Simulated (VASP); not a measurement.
Input of a VASP 6.6.1 run:

The input INCAR:

```
SYSTEM = Au
ALGO = Normal
EDIFF = 1E-6
ENCUT = 500
GGA = PE
GGA_COMPAT = .False.
ISIF = 2
ISMEAR = 0
LASPH = .True.
LCHARG = .False.
LREAL = .False.
LWAVE = .False.
NBANDS = 18
NELM = 120
PREC = Accurate
SIGMA = 0.15
```

Contents of KPOINTS:

```
k-points
0
Gamma
  18 18 10
  0 0 0
```

The input POSCAR:

```
Au
1.0
    2.9534239609      0.0000000000      0.0000000000
   -1.4767119804      2.5577401783      0.0000000000
    0.0000000000      0.0000000000      4.9511562104
Au
2
Direct
    0.2609977991      0.6666666667      0.7500000000
    0.7390022009      0.3333333333      0.2500000000
```

Potentials or basis: VASP PAW PBE potentials, release 64 (Au).

Command:

```bash
$ cat potpaw_PBE.64/Au/POTCAR > POTCAR
$ mpirun -np 1 vasp_std > vasp.out
```

(1) Estimate the band gap on the k mesh.

(2) What does it give for the pressure?

## Answers

(1) zero (bands 11 and 12 overlap by 5.90 eV).

(2) -3.7 GPa.

Caveat: the cell differs from its parent crystal (atoms displaced along a vibrational mode, the cell strained); the cell stands under tension; spin-orbit coupling is left out, which moves the levels of the heavy elements.
